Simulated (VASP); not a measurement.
ReO3F: single point with PBE

ReO3F, in a box:

```xyz
5
Lattice="11.0900 0.0000 0.0000 0.0000 11.0900 0.0000 0.0000 0.0000 11.0900" Properties=species:S:1:pos:R:3 pbc="T T T"
Re    5.5780    5.5089    5.5780
O     6.5869    6.4611    6.5869
O     4.6258    4.5000    6.5869
O     6.5869    4.5000    4.6258
F     4.5000    6.5869    4.5000
```

```json
{"Program": "VASP 6.6.1", "Task": "single point", "Functional": "PBE", "Potentials or basis": "VASP PAW PBE potentials, release 64 (Re_sv_GW, O, F)", "Cutoff": "520 eV", "k mesh": "1 × 1 × 1", "Occupations": "gaussian, width 0.01 eV", "Spin": "non-collinear spin, zero start, spin-orbit coupling", "Starting moments": "[[0.0, 0.0, 0.0], [0.0, 0.0, 0.0], [0.0, 0.0, 0.0], [0.0, 0.0, 0.0], [0.0, 0.0, 0.0]] μB"}
```

| Quantity | Value |
| --- | --- |
| Largest force | 0.234 eV/Å |
| Net moment | 0.00 μB per cell |
| Valence electrons inside the program's atomic spheres | Re 14.33; O 4.96; F 6.06 |

Forces in eV/Å, atoms in the order of the input:
```
Re   0.114 -0.114  0.114
O   -0.146 -0.044 -0.146
O    0.044  0.146 -0.146
O   -0.146  0.146  0.044
F    0.135 -0.135  0.135
```

Moments on the atoms (μB; x, y, z):
```
Re  0.00 0.00 0.00
O   0.00 0.00 0.00
O   0.00 0.00 0.00
O   0.00 0.00 0.00
F   0.00 0.00 0.00
```

Wall time 11 min on 1 thread of Intel(R) Xeon(R) 6975P-C (Granite Rapids), on a shared host, peak memory 3.2 GiB.
